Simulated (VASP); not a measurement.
Input of a VASP 6.6.1 run:

INCAR

```
SYSTEM = CoO
PREC = Accurate
ENCUT = 520
EDIFF = 1E-7
ISMEAR = -1
SIGMA = 0.05
LREAL = .FALSE.
LASPH = .TRUE.
NELM = 150
ALGO = Normal
ISIF = 2
LWAVE = .FALSE.
LCHARG = .FALSE.
ISPIN = 2
MAGMOM = 2 0
LORBIT = 11
LMAXMIX = 4
GGA = B5
ALDAX = 1.0
AGGAX = 1.0
AGGAC = 1.0
ALDAC = 0.0
NBANDS = 18
```

KPOINTS

```
regular mesh
0
G
  11 11 11
  0 0 0
```

Contents of POSCAR:

```
CoO
1.0
    1.5054695445      0.8691832468      2.4399269062
   -1.5054695445      0.8691832468      2.4399269062
    0.0000000000     -1.7383664936      2.4399269062
Co O
1 1
Direct
    0.0000000000      0.0000000000      0.0000000000
    0.5000000000      0.5000000000      0.5000000000
```

Potentials or basis: VASP PAW PBE potentials, release 64 (Co, O).

The run is started by

```console
$ cat potpaw_PBE.64/Co/POTCAR potpaw_PBE.64/O/POTCAR > POTCAR
$ mpirun -np 1 vasp_std > vasp.out
```

(1) What does it give for the net moment?

(2) Predict the site moments.

(3) What does it give for the pressure?

## Answers

(1) 2.73 μB per cell.

(2) Co +2.42; O +0.26 μB.

(3) 6.2 GPa.

Caveat: the PAW data sets were made with another functional, which shifts forces and pressure a little; a cell with one magnetic atom can't hold antiferromagnetic order, which such compounds often take.
